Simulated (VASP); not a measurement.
# AsH3 in VASP: a series of runs, part 2 of 3

VASP 6.6.1.

## Step 3: Single point, r2SCAN+rVV10

POSCAR reads:

```
AsH3
1.0
   12.5572003111      0.0000000000      0.0000000000
    0.0000000000     13.0572003111      0.0000000000
    0.0000000000      0.0000000000     13.5572003111
As H
1 3
Direct
    0.5262628400      0.5096004700      0.4578352900
    0.5290580700      0.4128441100      0.5217632200
    0.5511202500      0.5766399000      0.5477206000
    0.4063777000      0.5214262000      0.4756737900
```

INCAR.step1 reads:

```
PREC = Accurate
ENCUT = 440
ISMEAR = 0
SIGMA = 0.005
LREAL = False
LASPH = True
NELM = 120
NBANDS = 17
GGA = PE
ALGO = Normal
EDIFF = 1E-5
LWAVE = True
LCHARG = False
GGA_COMPAT = False
NELMDL = -8
```

INCAR.step2 reads:

```
PREC = Accurate
ENCUT = 440
EDIFF = 1E-6
ISMEAR = 0
SIGMA = 0.005
LREAL = False
LASPH = True
NELM = 120
ALGO = Normal
ISIF = 2
LWAVE = False
LCHARG = True
METAGGA = R2SCAN
LMIXTAU = True
LUSE_VDW = True
IVDW_NL = 2
BPARAM = 11.95
CPARAM = 0.0093
LELF = True
LVHAR = True
NBANDS = 17
ISTART = 1
GGA_COMPAT = False
```

KPOINTS reads:

```
Automatic mesh
0
Gamma
  1 1 1
```

Potentials or basis: VASP PAW PBE potentials, release 64 (As_d, H).

The run is started by

```
$ cat potpaw_PBE.64/As_d/POTCAR potpaw_PBE.64/H/POTCAR > POTCAR
$ cp INCAR.step1 INCAR
$ mpirun -np 1 vasp_gam > vasp.out
$ cp INCAR.step2 INCAR
$ mpirun -np 1 vasp_gam > vasp.out
```

OUTCAR:

```text
PREC = Accurate
   ENCUT = 440
   EDIFF = 1E-6
   ISMEAR = 0
   LREAL = False
   LASPH = True
   NELM = 120
   ISIF = 2
   METAGGA = R2SCAN
   IVDW_NL = 2
   BPARAM = 11.95
   ISTART = 1

 ion  position               nearest neighbor table
   1  0.526  0.510  0.458-   2 1.53   4 1.53   3 1.53
   2  0.529  0.413  0.522-   1 1.53
   3  0.551  0.577  0.548-   1 1.53
   4  0.406  0.521  0.476-   1 1.53

  LATTYP: Found a simple orthorhombic cell.
 ALAT       =    12.5572003111
 B/A-ratio  =     1.0398177928
 C/A-ratio  =     1.0796355856

  Lattice vectors:

 A1 = (  12.5572003111,   0.0000000000,   0.0000000000)
 A2 = (   0.0000000000,  13.0572003111,   0.0000000000)
 A3 = (   0.0000000000,   0.0000000000,  13.5572003111)

Analysis of symmetry for initial positions (statically):
=====================================================================
 Subroutine PRICEL returns:
 Original cell was already a primitive cell.

 Routine SETGRP: Setting up the symmetry group for a
 simple orthorhombic supercell.

 Subroutine GETGRP returns: Found  1 space group operations
 (whereof  1 operations were pure point group operations)
 out of a pool of  8 trial point group operations.

The static configuration has the point symmetry C_1 .

Analysis of symmetry for dynamics (positions and initial velocities):
=====================================================================
 Subroutine PRICEL returns:
 Original cell was already a primitive cell.

 Routine SETGRP: Setting up the symmetry group for a
 simple orthorhombic supercell.

 Subroutine GETGRP returns: Found  1 space group operations
 (whereof  1 operations were pure point group operations)
 out of a pool of  8 trial point group operations.

The dynamic configuration has the point symmetry C_1 .

[... 94 lines left out ...]
   EFERMI_NEDOS =   21; number of points for ismear=-14 and -15
   IALGO  =     38    algorithm
   IMIX   =      4    mixing-type and parameters
     AMIX     =   0.40;   BMIX     =  1.00
     AMIX_MAG =   1.60;   BMIX_MAG =  1.00
  volume/ion in A,a.u.               =     555.72      3750.16
  Fermi-wavevector in a.u.,A,eV,Ry     =   0.328747  0.621241  1.470441  0.108074
  Thomas-Fermi vector in A             =   1.222601
   LORBIT       =      0    0 simple, 1 ext, 2 COOP (PROOUT), +10 PAW based schemes
   METAGGA = R2SCAN    functional components
   LHFCALC =     F    Hartree Fock is set to
   AEXX    =    0.0000 exact exchange contribution
   IVDW_NL    =     2    kernel type
   BPARAM     =11.9500
   IVDW    =     0    specifies the selected vdW correction
   LEPSILON=     F    determine dielectric tensor
   LRPA    =     F    only Hartree local field effects (RPA)
 non-spin polarized calculation
 Gauss-broadening in eV      SIGMA  =   0.01
  energy-cutoff  :      440.00
  volume of cell :     2222.86
 maximum number of plane-waves:     23299
 NGX is ok and might be reduce to    90
   NGX = 43   NGY = 45   NGZ = 47

 number of electron      18.0000009 magnetization

 Free energy of the ion-electron system (eV)
  ---------------------------------------------------
  ext. energy  EPLUGINS =         0.00000000
  ---------------------------------------------------
  free energy    TOTEN  =       -23.91514750 eV

  energy without entropy =      -23.91514750  energy(sigma->0) =      -23.91514750

 E-fermi :  -6.9225     XC(G=0):  -0.2615

 val. band max:       -7.0117646213   @ k =   0.0000   0.0000   0.0000
 cond. band min:      -0.2413502710   @ k =   0.0000   0.0000   0.0000
 fundamental gap:      6.7704143503
 Fermi energy:        -6.9224722398

 k-point     1 :       0.0000    0.0000    0.0000
  band No.  band energies     occupation
      1     -40.5494      2.00000
      2     -40.5494      2.00000
      3     -40.4603      2.00000
      4     -40.4602      2.00000
      5     -40.4022      2.00000
      6     -16.5888      2.00000
[... 9 lines left out ...]
     16       0.9468      0.00000
     17       1.0209      0.00000

------------------------ aborting loop because EDIFF is reached ----------------------------------------

  FORCE on cell =-STRESS in cart. coord.  units (eV):
  Direction    XX          YY          ZZ          XY          YZ          ZX
  --------------------------------------------------------------------------------------
  -------------------------------------------------------------------------------------
  Total       -0.4771668     -0.4658208     -0.4894545     -0.0024539      0.0013219      0.0080570
  in kB       -0.3439283     -0.3357504     -0.3527849     -0.0017687      0.0009528      0.0058073
  external PRESSURE =      -0.3441545 kB  Pullay stress =       0.0000000 kB

 VOLUME and BASIS-vectors are now :
 -----------------------------------------------------------------------------
  energy-cutoff  :      440.00
  volume of cell :     2222.86
      direct lattice vectors                 reciprocal lattice vectors
    12.557200311  0.000000000  0.000000000     0.079635586  0.000000000  0.000000000
     0.000000000 13.057200311  0.000000000     0.000000000  0.076586096  0.000000000
     0.000000000  0.000000000 13.557200311     0.000000000  0.000000000  0.073761542

 POSITION                                       TOTAL-FORCE (eV/Angst)
 -----------------------------------------------------------------------------------
      6.60839      6.65396      6.20696        -0.188065     -0.042607      0.387668
      6.64349      5.39059      7.07365        -0.000705      0.193663     -0.143045
      6.92053      7.52930      7.42556        -0.045025     -0.131129     -0.197001
      5.10297      6.80837      6.44880         0.233795     -0.019927     -0.047622
 -----------------------------------------------------------------------------------
    total drift:                                0.007163     -0.004070     -0.001646

  FREE ENERGIE OF THE ION-ELECTRON SYSTEM (eV)
  ---------------------------------------------------
  free  energy   TOTEN  =       -23.9151474965 eV

  energy  without entropy=      -23.9151474965  energy(sigma->0) =      -23.91514750
```

OUTCAR.step1:

```text
PREC = Accurate
   ENCUT = 440
   ISMEAR = 0
   LREAL = False
   LASPH = True
[... 225 lines left out ...]
      6.60839      6.65396      6.20696        -0.015617     -0.006990      0.036661
      6.64349      5.39059      7.07365         0.001190      0.014662     -0.013192
      6.92053      7.52930      7.42556        -0.003949     -0.008518     -0.017547
      5.10297      6.80837      6.44880         0.018376      0.000847     -0.005922
 -----------------------------------------------------------------------------------
    total drift:                                0.002841     -0.003488      0.001099

  FREE ENERGIE OF THE ION-ELECTRON SYSTEM (eV)
  ---------------------------------------------------
  free  energy   TOTEN  =       -14.4563090558 eV

  energy  without entropy=      -14.4563090558  energy(sigma->0) =      -14.45630906
```

OSZICAR.step1:

```text
N       E                     dE             d eps       ncg     rms          rms(c)
[... 15 lines left out ...]
DAV:  16    -0.144536346745E+02   -0.59341E-03   -0.64276E-05    60   0.892E-02    0.126E-02
DAV:  17    -0.144549684979E+02   -0.13338E-02   -0.12613E-04    34   0.653E-02    0.663E-03
DAV:  18    -0.144557962630E+02   -0.82777E-03   -0.84091E-05    44   0.530E-02    0.661E-03
DAV:  19    -0.144560872087E+02   -0.29095E-03   -0.20831E-05    42   0.188E-02    0.210E-03
DAV:  20    -0.144562284106E+02   -0.14120E-03   -0.83768E-06    34   0.311E-02    0.170E-03
DAV:  21    -0.144562788926E+02   -0.50482E-04   -0.29440E-06    27   0.142E-02    0.146E-03
DAV:  22    -0.144562992023E+02   -0.20310E-04   -0.84898E-07    26   0.114E-02    0.997E-04
DAV:  23    -0.144563090558E+02   -0.98535E-05   -0.24676E-07    27   0.439E-03
   1 F= -.14456309E+02 E0= -.14456309E+02  d E =-.597547-170
```

Run time: 21 min. Hardware: 1 thread of AMD EPYC 7R13 (Zen 3), shared host; peak memory 4.2 GiB.

What came out:

| Item | Value |
| --- | --- |
| Free energy | -23.9151 eV |
| Largest force | 0.433 eV/Å |
| Gap between the frontier levels | 6.77 eV |

Forces on the atoms (eV/Å):
```
As  -0.188 -0.043  0.388
H   -0.001  0.194 -0.143
H   -0.045 -0.131 -0.197
H    0.234 -0.020 -0.048
```

Levels at points of the mesh, in eV from the valence-band top:
| k point | band 7 | band 8 | band 9 | band 10 | band 11 | band 12 |
| --- | --- | --- | --- | --- | --- | --- |
| (0.00, 0.00, 0.00) | -2.08 | -2.07 | 0.00 | 6.77 | 6.99 | 7.01 |

Caveat: the PAW data sets were made with another functional, which shifts forces and pressure a little.

## Step 4: Single point, RPBE

INCAR reads:

```
PREC = Accurate ; ENCUT = 400
EDIFF = 1E-6 ; ISMEAR = 0
SIGMA = 0.005 ; LREAL = False
LASPH = True ; NELM = 120
ALGO = Normal ; ISIF = 2
LWAVE = False ; LCHARG = True
GGA = RP ; LELF = True
LVHAR = True ; NBANDS = 17
GGA_COMPAT = False ; NELMDL = -8
```

KPOINTS reads:

```
regular mesh
0
Gamma
  1 1 1
```

POSCAR is that of step 3.

Potentials or basis: VASP PAW PBE potentials, release 64 (As_d, H).

The run is started by

```
$ cat potpaw_PBE.64/As_d/POTCAR potpaw_PBE.64/H/POTCAR > POTCAR
$ mpirun -np 1 vasp_gam > vasp.out
```

OUTCAR:

```text
PREC = Accurate
   ENCUT = 400
   EDIFF = 1E-6
   ISMEAR = 0
   LREAL = False
   LASPH = True
   NELM = 120
   ISIF = 2
   GGA = RP
   NELMDL = -8

 ion  position               nearest neighbor table
   1  0.526  0.510  0.458-   2 1.53   4 1.53   3 1.53
   2  0.529  0.413  0.522-   1 1.53
   3  0.551  0.577  0.548-   1 1.53
   4  0.406  0.521  0.476-   1 1.53

  LATTYP: Found a simple orthorhombic cell.
 ALAT       =    12.5572003111
 B/A-ratio  =     1.0398177928
 C/A-ratio  =     1.0796355856

  Lattice vectors:

 A1 = (  12.5572003111,   0.0000000000,   0.0000000000)
 A2 = (   0.0000000000,  13.0572003111,   0.0000000000)
 A3 = (   0.0000000000,   0.0000000000,  13.5572003111)

Analysis of symmetry for initial positions (statically):
=====================================================================
 Subroutine PRICEL returns:
 Original cell was already a primitive cell.

 Routine SETGRP: Setting up the symmetry group for a
 simple orthorhombic supercell.

 Subroutine GETGRP returns: Found  1 space group operations
 (whereof  1 operations were pure point group operations)
 out of a pool of  8 trial point group operations.

The static configuration has the point symmetry C_1 .

Analysis of symmetry for dynamics (positions and initial velocities):
=====================================================================
 Subroutine PRICEL returns:
 Original cell was already a primitive cell.

 Routine SETGRP: Setting up the symmetry group for a
 simple orthorhombic supercell.

 Subroutine GETGRP returns: Found  1 space group operations
 (whereof  1 operations were pure point group operations)
 out of a pool of  8 trial point group operations.

The dynamic configuration has the point symmetry C_1 .

 Subroutine INISYM returns: Found  1 space group operations
[... 92 lines left out ...]
   ISMEAR =     0;   SIGMA  =   0.01  broadening in eV -4-tet -1-fermi 0-gaus
   EFERMI_NEDOS =   21; number of points for ismear=-14 and -15
   IALGO  =     38    algorithm
   IMIX   =      4    mixing-type and parameters
     AMIX     =   0.40;   BMIX     =  1.00
     AMIX_MAG =   1.60;   BMIX_MAG =  1.00
  volume/ion in A,a.u.               =     555.72      3750.16
  Fermi-wavevector in a.u.,A,eV,Ry     =   0.328747  0.621241  1.470441  0.108074
  Thomas-Fermi vector in A             =   1.222601
   LORBIT       =      0    0 simple, 1 ext, 2 COOP (PROOUT), +10 PAW based schemes
   GGA     = RP    functional components
   LHFCALC =     F    Hartree Fock is set to
   AEXX    =    0.0000 exact exchange contribution
   IVDW    =     0    specifies the selected vdW correction
   LEPSILON=     F    determine dielectric tensor
   LRPA    =     F    only Hartree local field effects (RPA)
 non-spin polarized calculation
 Gauss-broadening in eV      SIGMA  =   0.01
  energy-cutoff  :      400.00
  volume of cell :     2222.86
 maximum number of plane-waves:     20182
 NGX is ok and might be reduce to    84
   NGX = 41   NGY = 43   NGZ = 45

 number of electron      17.9999972 magnetization

 Free energy of the ion-electron system (eV)
  ---------------------------------------------------
  ext. energy  EPLUGINS =         0.00000000
  ---------------------------------------------------
  free energy    TOTEN  =       -14.52937576 eV

  energy without entropy =      -14.52937576  energy(sigma->0) =      -14.52937576

 E-fermi :  -6.6680     XC(G=0):  -0.4823

 val. band max:       -6.7495228476   @ k =   0.0000   0.0000   0.0000
 cond. band min:      -0.8567477895   @ k =   0.0000   0.0000   0.0000
 fundamental gap:      5.8927750581
 Fermi energy:        -6.6679800386

 k-point     1 :       0.0000    0.0000    0.0000
  band No.  band energies     occupation
      1     -39.6056      2.00000
      2     -39.6056      2.00000
      3     -39.5170      2.00000
      4     -39.5169      2.00000
      5     -39.4639      2.00000
      6     -15.9426      2.00000
[... 9 lines left out ...]
     16       0.5943      0.00000
     17       0.7015      0.00000

------------------------ aborting loop because EDIFF is reached ----------------------------------------

  FORCE on cell =-STRESS in cart. coord.  units (eV):
  Direction    XX          YY          ZZ          XY          YZ          ZX
  --------------------------------------------------------------------------------------
  -------------------------------------------------------------------------------------
  Total       -0.1449942     -0.1314834     -0.1786852     -0.0046336      0.0041279      0.0232086
  in kB       -0.1045077     -0.0947695     -0.1287912     -0.0033398      0.0029752      0.0167281
  external PRESSURE =      -0.1093561 kB  Pullay stress =       0.0000000 kB

 VOLUME and BASIS-vectors are now :
 -----------------------------------------------------------------------------
  energy-cutoff  :      400.00
  volume of cell :     2222.86
      direct lattice vectors                 reciprocal lattice vectors
    12.557200311  0.000000000  0.000000000     0.079635586  0.000000000  0.000000000
     0.000000000 13.057200311  0.000000000     0.000000000  0.076586096  0.000000000
     0.000000000  0.000000000 13.557200311     0.000000000  0.000000000  0.073761542

 POSITION                                       TOTAL-FORCE (eV/Angst)
 -----------------------------------------------------------------------------------
      6.60839      6.65396      6.20696         0.002388     -0.002323     -0.010571
      6.64349      5.39059      7.07365         0.012549     -0.036143      0.006288
      6.92053      7.52930      7.42556         0.019072      0.029544      0.016610
      5.10297      6.80837      6.44880        -0.034009      0.008922     -0.012327
 -----------------------------------------------------------------------------------
    total drift:                               -0.002649     -0.003293     -0.002345

  FREE ENERGIE OF THE ION-ELECTRON SYSTEM (eV)
  ---------------------------------------------------
  free  energy   TOTEN  =       -14.5293757591 eV

  energy  without entropy=      -14.5293757591  energy(sigma->0) =      -14.52937576
```

OSZICAR:

```text
N       E                     dE             d eps       ncg     rms          rms(c)
[... 17 lines left out ...]
DAV:  18    -0.145287980503E+02   -0.80504E-03   -0.86234E-05    43   0.393E-02    0.653E-03
DAV:  19    -0.145291357233E+02   -0.33767E-03   -0.29851E-05    42   0.198E-02    0.184E-03
DAV:  20    -0.145292857618E+02   -0.15004E-03   -0.92673E-06    43   0.169E-02    0.147E-03
DAV:  21    -0.145293496081E+02   -0.63846E-04   -0.29391E-06    34   0.622E-03    0.971E-04
DAV:  22    -0.145293631593E+02   -0.13551E-04   -0.21134E-07    27   0.496E-03    0.748E-04
DAV:  23    -0.145293724117E+02   -0.92524E-05   -0.26985E-07    26   0.276E-03    0.461E-04
DAV:  24    -0.145293750322E+02   -0.26205E-05   -0.57198E-08    26   0.195E-03    0.237E-04
DAV:  25    -0.145293757591E+02   -0.72693E-06   -0.12082E-08    28   0.116E-03
   1 F= -.14529376E+02 E0= -.14529376E+02  d E =-.873865-118
```

Wall time 2.3 min (1 thread of Intel Xeon Platinum 8259CL at 2.50GHz (Skylake/Cascade Lake), shared host); peak memory 1.1 GiB.

What came out:

```yaml
Free_energy: -14.5294 eV
Largest_force: 0.039 eV/Å
Gap_between_the_frontier_levels: 5.89 eV
```

Forces on the atoms (eV/Å):
```
As   0.002 -0.002 -0.011
H    0.013 -0.036  0.006
H    0.019  0.030  0.017
H   -0.034  0.009 -0.012
```

Levels at points of the mesh, in eV from the valence-band top:
| k point | band 6 | band 7 | band 8 | band 9 | band 10 | band 11 | band 12 | band 13 |
| --- | --- | --- | --- | --- | --- | --- | --- | --- |
| (0.00, 0.00, 0.00) | -9.19 | -2.00 | -2.00 | 0.00 | 5.89 | 6.36 | 6.37 | 7.06 |

Caveat: the PAW data sets were made with another functional, which shifts forces and pressure a little.

(Part 2 of 3 ends here.)
